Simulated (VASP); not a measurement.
# ZrSeBr2 (P6/mmm) in VASP: relaxation of cell and atoms with PBE

Aim: the relaxation of cell and atoms of ZrSeBr2 with PBE.

Everything below comes from runs of VASP 6.6.1. Logs are shortened: lines on timing, memory, paths and dates and some standing lists are left out, and cuts for length are marked.

### Step 1. The cell of the first run

Symmetry: P6/mmm, No. 191, hexagonal system. Conventional cell: a = 3.461 Å, b = 3.461 Å, c = 13.670 Å, α = 90.00°, β = 90.00°, γ = 120.00°. Within 3.3 Å of Zr (site symmetry 6/mmm) lie 2 Br at 2.47 Å. Within 4.5 Å of Se (site symmetry 6/mmm) lie 6 Se at 3.46 Å and 2 Br at 4.37 Å. Within 3.3 Å of Br (site symmetry 6mm) lie 1 Zr at 2.47 Å.

### Step 2. Relaxation of cell and atoms, PBE

The input, INCAR:

```
PREC = Accurate
ENCUT = 600
EDIFF = 1E-7
ISMEAR = 0
SIGMA = 0.1
LREAL = False
LASPH = True
NELM = 100
ALGO = Normal
ISIF = 3
LWAVE = False
LCHARG = False
GGA = PE
IBRION = 2
NSW = 100
EDIFFG = -0.01
```

The input, KPOINTS:

```
regular mesh
0
Gamma
  15 15 4
```

The input, POSCAR:

```
ZrSeBr2
1.0
    3.4610298795      0.0000000000      0.0000000000
   -1.7305149398      2.9973397989      0.0000000000
    0.0000000000      0.0000000000     13.6703845112
Zr Se Br
1 1 2
Direct
    0.0000000000      0.0000000000      0.5000000000
    0.0000000000      0.0000000000      0.0000000000
    0.0000000000      0.0000000000      0.6805776863
    0.0000000000      0.0000000000      0.3194223137
```

Potentials or basis: VASP PAW PBE potentials, release 64 (Zr_sv, Se, Br).

Launch:

```bash
> cat potpaw_PBE.64/Zr_sv/POTCAR potpaw_PBE.64/Se/POTCAR potpaw_PBE.64/Br/POTCAR > POTCAR
> mpirun -np 1 vasp_std > vasp.out
```

OUTCAR:

```text
PREC = Accurate
   ENCUT = 600
   EDIFF = 1E-7
   ISMEAR = 0
   LREAL = False
   LASPH = True
   NELM = 100
   ISIF = 3
   GGA = PE
   IBRION = 2
   NSW = 100
   EDIFFG = -0.01

 ion  position               nearest neighbor table
   1  0.000  0.000  0.500-   3 2.47   4 2.47
   2  0.000  0.000  0.000-
   3  0.000  0.000  0.681-   1 2.47
   4  0.000  0.000  0.319-   1 2.47

  LATTYP: Found a hexagonal cell.
 ALAT       =     3.4610298795
 C/A-ratio  =     3.9498025117

  Lattice vectors:

 A1 = (   3.4610298795,   0.0000000000,   0.0000000000)
 A2 = (  -1.7305149398,   2.9973397989,   0.0000000000)
 A3 = (   0.0000000000,   0.0000000000,  13.6703845112)

Analysis of symmetry for initial positions (statically):
=====================================================================
 Subroutine PRICEL returns:
 Original cell was already a primitive cell.

 Routine SETGRP: Setting up the symmetry group for a
 hexagonal supercell.

 Subroutine GETGRP returns: Found 24 space group operations
 (whereof 24 operations were pure point group operations)
 out of a pool of 24 trial point group operations.

The static configuration has the point symmetry D_6h.

Analysis of symmetry for dynamics (positions and initial velocities):
=====================================================================
 Subroutine PRICEL returns:
 Original cell was already a primitive cell.

 Routine SETGRP: Setting up the symmetry group for a
 hexagonal supercell.

 Subroutine GETGRP returns: Found 24 space group operations
 (whereof 24 operations were pure point group operations)
 out of a pool of 24 trial point group operations.

The dynamic configuration has the point symmetry D_6h.

 Subroutine INISYM returns: Found 24 space group operations
 (whereof 24 operations are pure point group operations),
 and found     1 'primitive' translations

----------------------------------------------------------------------------------------

                                     Primitive cell

  volume of cell :     141.8150

  direct lattice vectors                    reciprocal lattice vectors
     3.461029879  0.000000000  0.000000000     0.288931340  0.166814587  0.000000000
    -1.730514940  2.997339799  0.000000000     0.000000000  0.333629174  0.000000000
     0.000000000  0.000000000 13.670384511     0.000000000  0.000000000  0.073150832

  length of vectors
     3.461029879  3.461029880 13.670384511     0.333629174  0.333629174  0.073150832

  position of ions in fractional coordinates (direct lattice)
     0.000000000  0.000000000  0.500000000
     0.000000000  0.000000000  0.000000000
     0.000000000  0.000000000  0.680577686
     0.000000000  0.000000000  0.319422314

  ion indices of the primitive-cell ions
   primitive index   ion index
                 1           1
                 2           2
                 3           3
                 4           4

----------------------------------------------------------------------------------------

 KPOINTS: regular mesh

Automatic generation of k-mesh.
 Grid dimensions read from file:
 generate k-points for:   15   15    4

 Generating k-lattice:

  Cartesian coordinates                     Fractional coordinates (reciprocal lattice)
     0.019262089  0.011120972  0.000000000     0.066666667  0.000000000  0.000000000
     0.000000000  0.022241945  0.000000000     0.000000000  0.066666667  0.000000000
     0.000000000  0.000000000  0.018287708     0.000000000  0.000000000  0.250000000

  Length of vectors
     0.022241945  0.022241945  0.018287708

  Shift w.r.t. Gamma in fractional coordinates (k-lattice)
     0.000000000  0.000000000  0.000000000

 Subroutine IBZKPT returns following result:
 ===========================================

 Found     81 irreducible k-points:

 Following reciprocal coordinates:
            Coordinates               Weight
  0.000000  0.000000  0.000000      1.000000
  0.066667  0.000000  0.000000      6.000000
  0.133333 -0.000000  0.000000      6.000000
  0.200000 -0.000000  0.000000      6.000000
  0.266667 -0.000000  0.000000      6.000000
  0.333333 -0.000000  0.000000      6.000000
[... 16 lines left out ...]
  0.333333  0.200000  0.000000     12.000000
  0.400000  0.200000  0.000000      6.000000
 [... further k-points ...]
   k-points           NKPTS =     81   k-points in BZ     NKDIM =     81   number of bands    NBANDS=     20
   number of dos      NEDOS =    301   number of ions     NIONS =      4
   total plane-waves  NPLWV =  87808
   dimension x,y,z NGX =    28 NGY =   28 NGZ =  112
   dimension x,y,z NGXF=    56 NGYF=   56 NGZF=  224
   ions per type =               1   1   2
   NGX,Y,Z   is equivalent  to a cutoff of  13.45, 13.45, 13.62 a.u.
   NGXF,Y,Z  is equivalent  to a cutoff of  26.90, 26.90, 27.24 a.u.
 SYSTEM =  unknown system
   PREC   = accura    normal or accurate (medium, high low for compatibility)
   ISTART =      0    job   : 0-new  1-cont  2-samecut
   ICHARG =      2    charge: 1-file 2-atom 10-const
   ISPIN  =      1    spin polarized calculation?
   LNONCOLLINEAR =      F non collinear calculations
   LSORBIT =      F    spin-orbit coupling
   LASPH  =      T    aspherical Exc in radial PAW
   ENCUT  =  600.0 eV  44.10 Ry    6.64 a.u.   6.91  6.91 27.30*2*pi/ulx,y,z
   NELM   =    100;   NELMIN=  2; NELMDL= -5     # of ELM steps
   EDIFF  = 0.1E-06   stopping-criterion for ELM
   LREAL  =      F    real-space projection
   EDIFFG = -.1E-01   stopping-criterion for IOM
   NSW    =    100    number of steps for IOM
   IBRION =      2    ionic relax: 0-MD 1-quasi-New 2-CG
   NFREE  =      1    steps in history (QN), initial steepest desc. (CG)
   ISIF   =      3    stress and relaxation
   ISYM   =      2    0-nonsym 1-usesym 2-fastsym
   POTIM  = 0.5000    time-step for ionic-motion
   TEBEG  =    0.0;   TEEND  =   0.0 temperature during run
   PSTRESS=    0.0 pullay stress
   NELECT =      32.0000    total number of electrons
   NUPDOWN=      -1.0000    fix difference up-down
   EMIN   =  10.00;   EMAX   =-10.00  energy-range for DOS
   EFERMI =   0.00;   METHOD = LEGACY
   ISMEAR =     0;   SIGMA  =   0.10  broadening in eV -4-tet -1-fermi 0-gaus
   EFERMI_NEDOS =   21; number of points for ismear=-14 and -15
   IALGO  =     38    algorithm
   IMIX   =      4    mixing-type and parameters
     AMIX     =   0.40;   BMIX     =  1.00
     AMIX_MAG =   1.60;   BMIX_MAG =  1.00
  volume/ion in A,a.u.               =      35.45       239.25
  Fermi-wavevector in a.u.,A,eV,Ry     =   0.996669  1.883431 13.515326  0.993348
  Thomas-Fermi vector in A             =   2.128773
   LORBIT       =      0    0 simple, 1 ext, 2 COOP (PROOUT), +10 PAW based schemes
   GGA     = PE    functional components
   LHFCALC =     F    Hartree Fock is set to
   AEXX    =    0.0000 exact exchange contribution
   IVDW    =     0    specifies the selected vdW correction
   LEPSILON=     F    determine dielectric tensor
   LRPA    =     F    only Hartree local field effects (RPA)
 conjugate gradient relaxation of ions
 non-spin polarized calculation
 Gauss-broadening in eV      SIGMA  =   0.10
  energy-cutoff  :      600.00
  volume of cell :      141.81
 maximum number of plane-waves:      4766
 NGX is ok and might be reduce to    28
   NGX = 13   NGY = 13   NGZ = 55

--------------------------------------- Ionic step        1  -------------------------------------------

 number of electron      31.9999999 magnetization

 Free energy of the ion-electron system (eV)
  ---------------------------------------------------
  ext. energy  EPLUGINS =         0.00000000
  ---------------------------------------------------
  free energy    TOTEN  =       -15.35796169 eV

  energy without entropy =      -15.33235954  energy(sigma->0) =      -15.34516061

------------------------ aborting loop because EDIFF is reached ----------------------------------------

  FORCE on cell =-STRESS in cart. coord.  units (eV):
  Direction    XX          YY          ZZ          XY          YZ          ZX
  --------------------------------------------------------------------------------------
  -------------------------------------------------------------------------------------
  Total        0.0417464      0.0417464      0.2471651     -0.0000000      0.0000000      0.0000000
  in kB        0.4716369      0.4716369      2.7923870     -0.0000000      0.0000000      0.0000000
  external PRESSURE =       1.2452203 kB  Pullay stress =       0.0000000 kB

 VOLUME and BASIS-vectors are now :
 -----------------------------------------------------------------------------
  energy-cutoff  :      600.00
  volume of cell :      141.81
      direct lattice vectors                 reciprocal lattice vectors
     3.461029879  0.000000000  0.000000000     0.288931340  0.166814587  0.000000000
    -1.730514940  2.997339799  0.000000000     0.000000000  0.333629174  0.000000000
     0.000000000  0.000000000 13.670384511     0.000000000  0.000000000  0.073150832
[... 39 lines left out ...]
 POSITION                                       TOTAL-FORCE (eV/Angst)
 -----------------------------------------------------------------------------------
      1.73139      2.99885      6.85557        -0.000000     -0.000000      0.000000
      1.73139      2.99885     -0.00000        -0.000000     -0.000000      0.000000
      3.46277     -0.00000      9.33341         0.000000     -0.000000     -0.088592
     -1.73139      2.99885      4.37773        -0.000000      0.000000      0.088592
 -----------------------------------------------------------------------------------
    total drift:                               -0.000000      0.000000      0.000000

  FREE ENERGIE OF THE ION-ELECTRON SYSTEM (eV)
  ---------------------------------------------------
  free  energy   TOTEN  =       -15.3576629222 eV

  energy  without entropy=      -15.3318596193  energy(sigma->0) =      -15.34476127

--------------------------------------- Ionic step        3  -------------------------------------------

 number of electron      31.9999999 magnetization

 Free energy of the ion-electron system (eV)
  ---------------------------------------------------
  ext. energy  EPLUGINS =         0.00000000
  ---------------------------------------------------
  free energy    TOTEN  =       -15.35813523 eV

  energy without entropy =      -15.33246433  energy(sigma->0) =      -15.34529978

 E-fermi :   0.9378     XC(G=0):  -7.8974

 val. band max:        0.9365559612   @ k =   0.2667   0.2667   0.2500
 cond. band min:       0.9398428301   @ k =   0.3333   0.1333   0.5000
 fundamental gap:      0.0032868689
 Fermi energy:         0.9378035045

 k-point     1 :       0.0000    0.0000    0.0000
  band No.  band energies     occupation
      1     -48.4307      2.00000
      2     -26.4890      2.00000
      3     -26.2855      2.00000
      4     -26.2855      2.00000
      5     -13.9303      2.00000
      6     -13.6089      2.00000
[... 12 lines left out ...]
     19       2.5951      0.00000
     20       4.2473      0.00000
[... 507 lines left out ...]
 k-point    24 :       0.4000    0.2000    0.0000
  band No.  band energies     occupation
      1     -48.3939      2.00000
      2     -26.5794      2.00000
      3     -26.4384      2.00000
      4     -26.4352      2.00000
      5     -13.1360      2.00000
      6     -12.8137      2.00000
[... 12 lines left out ...]
     19       2.0893      0.00000
     20       3.1247      0.00000

 [... further k-points ...]
[... 5 lines left out ...]
  --------------------------------------------------------------------------------------
  -------------------------------------------------------------------------------------
  Total        0.0267539      0.0267539      0.0064378     -0.0000000     -0.0000000      0.0000000
  in kB        0.3018048      0.3018048      0.0726234     -0.0000000     -0.0000000      0.0000000
  external PRESSURE =       0.2254110 kB  Pullay stress =       0.0000000 kB

 VOLUME and BASIS-vectors are now :
 -----------------------------------------------------------------------------
  energy-cutoff  :      600.00
  volume of cell :      142.03
      direct lattice vectors                 reciprocal lattice vectors
     3.461682827 -0.000000000  0.000000000     0.288876841  0.166783122 -0.000000000
    -1.730841414  2.997905268 -0.000000000     0.000000000  0.333566244 -0.000000000
    -0.000000000  0.000000000 13.685653907    -0.000000000  0.000000000  0.073069216

 POSITION                                       TOTAL-FORCE (eV/Angst)
 -----------------------------------------------------------------------------------
     -0.00000      0.00000      6.84283         0.000000      0.000000      0.000000
     -0.00000      0.00000     13.68565         0.000000      0.000000      0.000000
     -0.00000      0.00000      9.31487         0.000000     -0.000000     -0.009220
      3.46168     -0.00000      4.37078        -0.000000      0.000000      0.009220
 -----------------------------------------------------------------------------------
    total drift:                               -0.000000     -0.000000     -0.000000

  FREE ENERGIE OF THE ION-ELECTRON SYSTEM (eV)
  ---------------------------------------------------
  free  energy   TOTEN  =       -15.3581352314 eV

  energy  without entropy=      -15.3324643262  energy(sigma->0) =      -15.34529978

 reached required accuracy - stopping structural energy minimisation
```

It took 4.7 min on 1 thread of Intel Xeon 6975P-C (Granite Rapids), shared host; peak memory 0.54 GiB.

Results:

| Property | Result |
| --- | --- |
| Free energy | -15.3581 eV |
| Relaxed volume | 35.51 Å³/atom |
| Relaxed cell | a = 3.462 Å, b = 3.462 Å, c = 13.686 Å, α = 90.00°, β = 90.00°, γ = 120.00° |
| Space group after relaxing (to 0.05 Å) | P6/mmm (No. 191) |
| Energy gained by relaxing | 0.0 meV/atom |
| Ionic steps | 3 |
| Pressure after relaxing | 0.0 GPa |
| Largest force after relaxing | 0.009 eV/Å |
| Band gap on the k mesh | zero (band 16 reaches 1.83 eV, above the bottom of band 17 at 0.76 eV) |

Forces on the atoms (eV/Å):
```
Zr   0.000  0.000  0.000
Se   0.000  0.000  0.000
Br   0.000  0.000 -0.009
Br   0.000  0.000  0.009
```

The path:
| step | energy change (eV) | largest force (eV/Å) | pressure (GPa) | volume (Å³) |
| --- | --- | --- | --- | --- |
| 1 | 0.0000 | 0.0395 | 0.12 | 141.81 |
| 2 | 0.0003 | 0.0886 | -0.14 | 142.38 |
| 3 | -0.0002 | 0.0092 | 0.02 | 142.03 |

Final structure:
```yaml
crystal:
  lattice:
    - [3.46168, 0.00000, 0.00000]
    - [-1.73084, 2.99791, 0.00000]
    - [0.00000, 0.00000, 13.68565]
  atoms:
    - { symbol: Zr, position: [0.00000, 0.00000, 0.50000] }
    - { symbol: Se, position: [0.00000, 0.00000, 0.00000] }
    - { symbol: Br, position: [0.00000, 0.00000, 0.68063] }
    - { symbol: Br, position: [0.00000, 0.00000, 0.31937] }
```

Caveat: this functional lacks dispersion, which binds the layers, so the pressure and a relaxed spacing across them are unreliable.
